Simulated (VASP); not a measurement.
# Tc (P6_3/mmc) in VASP: notebook

Runs on Tc. Level: LDA. Tasks: single point.

Everything below comes from runs of VASP 6.6.1. Logs are shortened: lines on timing, memory, paths and dates and some standing lists are left out, and cuts for length are marked.

## Step 1: The cell of the first run

It takes space group P6_3/mmc (No. 194, hexagonal). Conventional cell: a = 2.758 Å, b = 2.758 Å, c = 4.427 Å, α = 90.00°, β = 90.00°, γ = 120.00°. Within 3.6 Å of Tc (site symmetry -6m2) lie 12 Tc at 2.73 to 2.76 Å.

## Step 2: Single point, LDA (14.58 Å³/atom)

Input file INCAR:

```
SYSTEM = Tc
ALGO = Normal
EDIFF = 1E-6
ENCUT = 520
GGA = CA
ISIF = 2
ISMEAR = -1
LASPH = .True.
LCHARG = .False.
LREAL = .False.
LWAVE = .False.
NBANDS = 20
NELM = 100
PREC = Accurate
SIGMA = 0.08
```

Input file KPOINTS:

```
k-points
0
Gamma
  17 17 9
  0 0 0
```

Input file POSCAR:

```
Tc
1.0
    2.7581463957      0.0000000000      0.0000000000
   -1.3790731979      2.3886248461      0.0000000000
    0.0000000000      0.0000000000      4.4271266766
Tc
2
Direct
    0.3333333333      0.6666666667      0.2500000000
    0.6666666667      0.3333333333      0.7500000000
```

Potentials or basis: VASP PAW LDA potentials, release 64 (Tc_pv).

Command:

```console
> cat potpaw_LDA.64/Tc_pv/POTCAR > POTCAR
> mpirun -np 1 vasp_std > vasp.out
```

OUTCAR:

```text
SYSTEM = Tc
   EDIFF = 1E-6
   ENCUT = 520
   GGA = CA
   ISIF = 2
   ISMEAR = -1
   LASPH = .True.
   LREAL = .False.
   NELM = 100
   PREC = Accurate

 ion  position               nearest neighbor table
   1  0.333  0.667  0.250-   2 2.73   2 2.73   2 2.73   2 2.73   2 2.73   2 2.73
   2  0.667  0.333  0.750-   1 2.73   1 2.73   1 2.73   1 2.73   1 2.73   1 2.73

  LATTYP: Found a hexagonal cell.
 ALAT       =     2.7581463957
 C/A-ratio  =     1.6051093892

  Lattice vectors:

 A1 = (   2.7581463957,   0.0000000000,   0.0000000000)
 A2 = (  -1.3790731979,   2.3886248461,   0.0000000000)
 A3 = (   0.0000000000,   0.0000000000,   4.4271266766)

Analysis of symmetry for initial positions (statically):
=====================================================================
 Subroutine PRICEL returns:
 Original cell was already a primitive cell.

 Routine SETGRP: Setting up the symmetry group for a
 hexagonal supercell.

 Subroutine GETGRP returns: Found 24 space group operations
 (whereof 12 operations were pure point group operations)
 out of a pool of 24 trial point group operations.

The static configuration has the point symmetry D_3d.
 The point group associated with its full space group is D_6h.

Analysis of symmetry for dynamics (positions and initial velocities):
=====================================================================
 Subroutine PRICEL returns:
 Original cell was already a primitive cell.

 Routine SETGRP: Setting up the symmetry group for a
 hexagonal supercell.

 Subroutine GETGRP returns: Found 24 space group operations
 (whereof 12 operations were pure point group operations)
 out of a pool of 24 trial point group operations.

The dynamic configuration has the point symmetry D_3d.
 The point group associated with its full space group is D_6h.

 Subroutine INISYM returns: Found 24 space group operations
 (whereof 12 operations are pure point group operations),
 and found     1 'primitive' translations

----------------------------------------------------------------------------------------

                                     Primitive cell

  volume of cell :      29.1667

  direct lattice vectors                    reciprocal lattice vectors
     2.758146396  0.000000000  0.000000000     0.362562336  0.209325462  0.000000000
    -1.379073198  2.388624846  0.000000000     0.000000000  0.418650924  0.000000000
     0.000000000  0.000000000  4.427126677     0.000000000  0.000000000  0.225880141

  length of vectors
     2.758146396  2.758146396  4.427126677     0.418650924  0.418650924  0.225880141

  position of ions in fractional coordinates (direct lattice)
     0.333333333  0.666666667  0.250000000
     0.666666667  0.333333333  0.750000000

  ion indices of the primitive-cell ions
   primitive index   ion index
                 1           1
                 2           2

----------------------------------------------------------------------------------------

 KPOINTS: k-points

Automatic generation of k-mesh.
 Grid dimensions read from file:
 generate k-points for:   17   17    9

 Generating k-lattice:

  Cartesian coordinates                     Fractional coordinates (reciprocal lattice)
     0.021327196  0.012313262  0.000000000     0.058823529  0.000000000  0.000000000
     0.000000000  0.024626525  0.000000000     0.000000000  0.058823529  0.000000000
     0.000000000  0.000000000  0.025097793     0.000000000  0.000000000  0.111111111

  Length of vectors
     0.024626525  0.024626525  0.025097793

  Shift w.r.t. Gamma in fractional coordinates (k-lattice)
     0.000000000  0.000000000  0.000000000

 Subroutine IBZKPT returns following result:
 ===========================================

 Found    165 irreducible k-points:

 Following reciprocal coordinates:
            Coordinates               Weight
  0.000000  0.000000  0.000000      1.000000
  0.058824  0.000000  0.000000      6.000000
  0.117647  0.000000  0.000000      6.000000
  0.176471  0.000000  0.000000      6.000000
  0.235294  0.000000  0.000000      6.000000
  0.294118  0.000000  0.000000      6.000000
[... 16 lines left out ...]
  0.411765  0.117647  0.000000     12.000000
  0.176471  0.176471  0.000000      6.000000
 [... further k-points ...]
   k-points           NKPTS =    165   k-points in BZ     NKDIM =    165   number of bands    NBANDS=     20
   number of dos      NEDOS =    301   number of ions     NIONS =      2
   total plane-waves  NPLWV =  20736
   dimension x,y,z NGX =    24 NGY =   24 NGZ =   36
   dimension x,y,z NGXF=    48 NGYF=   48 NGZF=   72
   ions per type =               2
   NGX,Y,Z   is equivalent  to a cutoff of  14.47, 14.47, 13.52 a.u.
   NGXF,Y,Z  is equivalent  to a cutoff of  28.93, 28.93, 27.04 a.u.
 SYSTEM =  Tc
   PREC   = accura    normal or accurate (medium, high low for compatibility)
   ISTART =      0    job   : 0-new  1-cont  2-samecut
   ICHARG =      2    charge: 1-file 2-atom 10-const
   ISPIN  =      1    spin polarized calculation?
   LNONCOLLINEAR =      F non collinear calculations
   LSORBIT =      F    spin-orbit coupling
   LASPH  =      T    aspherical Exc in radial PAW
   ENCUT  =  520.0 eV  38.22 Ry    6.18 a.u.   5.13  5.13  8.23*2*pi/ulx,y,z
   NELM   =    100;   NELMIN=  2; NELMDL= -5     # of ELM steps
   EDIFF  = 0.1E-05   stopping-criterion for ELM
   LREAL  =      F    real-space projection
   EDIFFG = 0.1E-04   stopping-criterion for IOM
   NSW    =      0    number of steps for IOM
   IBRION =     -1    ionic relax: 0-MD 1-quasi-New 2-CG
   NFREE  =      0    steps in history (QN), initial steepest desc. (CG)
   ISIF   =      2    stress and relaxation
   ISYM   =      2    0-nonsym 1-usesym 2-fastsym
   POTIM  = 0.5000    time-step for ionic-motion
   TEBEG  =    0.0;   TEEND  =   0.0 temperature during run
   PSTRESS=    0.0 pullay stress
   NELECT =      26.0000    total number of electrons
   NUPDOWN=      -1.0000    fix difference up-down
   EMIN   =  10.00;   EMAX   =-10.00  energy-range for DOS
   EFERMI =   0.00;   METHOD = LEGACY
   ISMEAR =    -1;   SIGMA  =   0.08  broadening in eV -4-tet -1-fermi 0-gaus
   EFERMI_NEDOS =   21; number of points for ismear=-14 and -15
   IALGO  =     38    algorithm
   IMIX   =      4    mixing-type and parameters
     AMIX     =   0.40;   BMIX     =  1.00
     AMIX_MAG =   1.60;   BMIX_MAG =  1.00
  volume/ion in A,a.u.               =      14.58        98.41
  Fermi-wavevector in a.u.,A,eV,Ry     =   1.575567  2.977390 33.775257  2.482411
  Thomas-Fermi vector in A             =   2.676531
   LORBIT       =      0    0 simple, 1 ext, 2 COOP (PROOUT), +10 PAW based schemes
   GGA     = CA    functional components
   LHFCALC =     F    Hartree Fock is set to
   AEXX    =    0.0000 exact exchange contribution
   IVDW    =     0    specifies the selected vdW correction
   LEPSILON=     F    determine dielectric tensor
   LRPA    =     F    only Hartree local field effects (RPA)
 non-spin polarized calculation
  energy-cutoff  :      520.00
  volume of cell :       29.17
 maximum number of plane-waves:       808
 NGX is ok and might be reduce to    24
   NGX = 11   NGY = 11   NGZ = 17

 number of electron      25.9999998 magnetization

 Free energy of the ion-electron system (eV)
  ---------------------------------------------------
  ext. energy  EPLUGINS =         0.00000000
  ---------------------------------------------------
  free energy    TOTEN  =       -23.40202711 eV

  energy without entropy =      -23.35921186  energy(sigma->0) =      -23.38061949

 E-fermi :  12.1716     XC(G=0): -13.9162

 val. band max:       12.1710763461   @ k =   0.1176   0.0588   0.1111
 cond. band min:      12.1748018098   @ k =   0.4118   0.0588   0.3333
 fundamental gap:      0.0037254637
 Fermi energy:        12.1715913315

 k-point     1 :       0.0000    0.0000    0.0000
  band No.  band energies     occupation
      1     -27.0442      2.00000
      2     -25.9867      2.00000
      3     -25.9867      2.00000
      4     -25.8090      2.00000
      5     -25.8090      2.00000
      6     -25.7739      2.00000
[... 12 lines left out ...]
     19      22.9527      0.00000
     20      26.5017      0.00000

 k-point     2 :       0.0588    0.0000    0.0000
  band No.  band energies     occupation
      1     -27.0307      2.00000
      2     -26.0174      2.00000
      3     -25.9968      2.00000
      4     -25.8409      2.00000
      5     -25.8132      2.00000
      6     -25.7795      2.00000
[... 12 lines left out ...]
     19      22.9352      0.00000
     20      26.7572      0.00000

 k-point     3 :       0.1176    0.0000    0.0000
  band No.  band energies     occupation
      1     -26.9911      2.00000
      2     -26.1053      2.00000
      3     -26.0250      2.00000
      4     -25.9312      2.00000
      5     -25.8260      2.00000
      6     -25.7966      2.00000
[... 12 lines left out ...]
     19      22.8696      0.00000
     20      27.4283      0.00000

 k-point     4 :       0.1765    0.0000    0.0000
  band No.  band energies     occupation
      1     -26.9282      2.00000
      2     -26.2384      2.00000
      3     -26.0664      2.00000
      4     -26.0650      2.00000
      5     -25.8463      2.00000
      6     -25.8253      2.00000
[... 12 lines left out ...]
     19      22.7405      0.00000
     20      28.0003      0.00000

 k-point     5 :       0.2353    0.0000    0.0000
  band No.  band energies     occupation
      1     -26.8463      2.00000
      2     -26.3985      2.00000
      3     -26.2215      2.00000
      4     -26.1148      2.00000
      5     -25.8719      2.00000
      6     -25.8657      2.00000
[... 12 lines left out ...]
     19      22.5652      0.00000
     20      27.1665      0.00000
[... 353 lines left out ...]
      6     -25.9949      2.00000
[... 12 lines left out ...]
     19      23.1298      0.00000
     20      23.5655      0.00000

 k-point    22 :       0.3529    0.1176    0.0000
  band No.  band energies     occupation
      1     -26.7915      2.00000
      2     -26.6036      2.00000
      3     -26.5347      2.00000
      4     -26.2920      2.00000
      5     -26.0574      2.00000
      6     -26.0198      2.00000
[... 12 lines left out ...]
     19      23.2755      0.00000
     20      24.2146      0.00000

 k-point    23 :       0.4118    0.1176    0.0000
  band No.  band energies     occupation
      1     -26.8457      2.00000
      2     -26.6404      2.00000
      3     -26.4744      2.00000
      4     -26.3190      2.00000
      5     -26.1029      2.00000
      6     -26.0330      2.00000
[... 12 lines left out ...]
     19      23.6847      0.00000
     20      23.9324      0.00000

 k-point    24 :       0.1765    0.1765    0.0000
  band No.  band energies     occupation
      1     -26.7295      2.00000
      2     -26.4856      2.00000
      3     -26.4754      2.00000
      4     -26.1545      2.00000
      5     -25.9837      2.00000
      6     -25.9298      2.00000
[... 12 lines left out ...]
     19      22.5468      0.00000
     20      25.9925      0.00000

 [... further k-points ...]
[... 5 lines left out ...]
  --------------------------------------------------------------------------------------
  -------------------------------------------------------------------------------------
  Total       -3.0090533     -3.0090533     -3.3296584      0.0000000      0.0000000      0.0000000
  in kB     -165.2925379   -165.2925379   -182.9039380      0.0000000      0.0000000      0.0000000
  external PRESSURE =    -171.1630046 kB  Pullay stress =       0.0000000 kB

 VOLUME and BASIS-vectors are now :
 -----------------------------------------------------------------------------
  energy-cutoff  :      520.00
  volume of cell :       29.17
      direct lattice vectors                 reciprocal lattice vectors
     2.758146396  0.000000000  0.000000000     0.362562336  0.209325462  0.000000000
    -1.379073198  2.388624846  0.000000000     0.000000000  0.418650924  0.000000000
     0.000000000  0.000000000  4.427126677     0.000000000  0.000000000  0.225880141

 POSITION                                       TOTAL-FORCE (eV/Angst)
 -----------------------------------------------------------------------------------
     -0.00000      1.59242      1.10678        -0.000000      0.000000      0.000000
      1.37907      0.79621      3.32035         0.000000     -0.000000      0.000000
 -----------------------------------------------------------------------------------
    total drift:                               -0.000000      0.000000     -0.000000

  FREE ENERGIE OF THE ION-ELECTRON SYSTEM (eV)
  ---------------------------------------------------
  free  energy   TOTEN  =       -23.4020271124 eV

  energy  without entropy=      -23.3592118591  energy(sigma->0) =      -23.38061949
```

Wall time 1.8 min (1 thread of Intel Xeon 8259CL, shared host); peak memory 0.2 GiB.

Results:

```yaml
Free_energy: -23.4020 eV
Pressure: -17.1 GPa
Band_gap_on_the_k_mesh: zero (bands 13 and 14 overlap by 2.97 eV)
```

Caveat: the cell stands under tension.

## Step 3: Single point, LDA (zz strain of +2 %)

Input file INCAR:

```
SYSTEM = Tc
PREC     = Accurate       ! precision mode
ENCUT    = 520            ! plane-wave cutoff, eV
EDIFF    = 1E-6           ! SCF threshold, eV
ISMEAR   = -1             ! smearing method
SIGMA    = 0.08           ! smearing width, eV
LREAL    = .False.        ! projectors in reciprocal space
LASPH    = .True.         ! aspherical terms in the spheres
NELM     = 100            ! most SCF steps
ALGO     = Normal         ! electronic algorithm
ISIF     = 2              ! what is computed and relaxed
LWAVE    = .False.        ! write WAVECAR
LCHARG   = .False.        ! write CHGCAR
GGA      = CA             ! functional
NBANDS   = 20             ! bands
```

Input file KPOINTS:

```
Automatic mesh
0
Gamma
  17 17 9
  0 0 0
```

Input file POSCAR:

```
Tc
1.0
    2.7400001704      0.0000000000      0.0000000000
   -1.3700000852      2.3729097540      0.0000000000
    0.0000000000      0.0000000000      4.4859600000
Tc
2
Direct
    0.3333333333      0.6666666667      0.2500000000
    0.6666666667      0.3333333333      0.7500000000
```

Potentials or basis: VASP PAW LDA potentials, release 64 (Tc_pv).

Command:

```console
> cat potpaw_LDA.64/Tc_pv/POTCAR > POTCAR
> mpirun -np 1 vasp_std > vasp.out
```

Run time: 97 s. Hardware: 1 thread of Intel Xeon 8259CL, shared host; peak memory 0.19 GiB.

The run converged. Its results:

```yaml
Free_energy: -23.3904 eV
Pressure: -17.0 GPa
Band_gap_on_the_k_mesh: zero (bands 13 and 14 overlap by 2.93 eV)
```

Stress tensor (GPa, compression positive):
```
-14.39   0.00   0.00
  0.00 -14.39   0.00
  0.00   0.00 -22.36
```

Levels at points of the mesh, in eV from the Fermi level:
| k point | band 11 | band 12 | band 13 | band 14 | band 15 | band 16 |
| --- | --- | --- | --- | --- | --- | --- |
| (0.00, 0.00, 0.00) | -1.49 | -0.85 | -0.85 | 0.02 | 0.02 | 1.42 |

Caveat: the cell differs from its parent crystal (zz strain of +2 %); the stress differs along the axes, from -22 to -14 GPa.

(Continued in part 2 of 2.)

The gap in the log of VASP goes by the Fermi energy; the results here count the filled bands.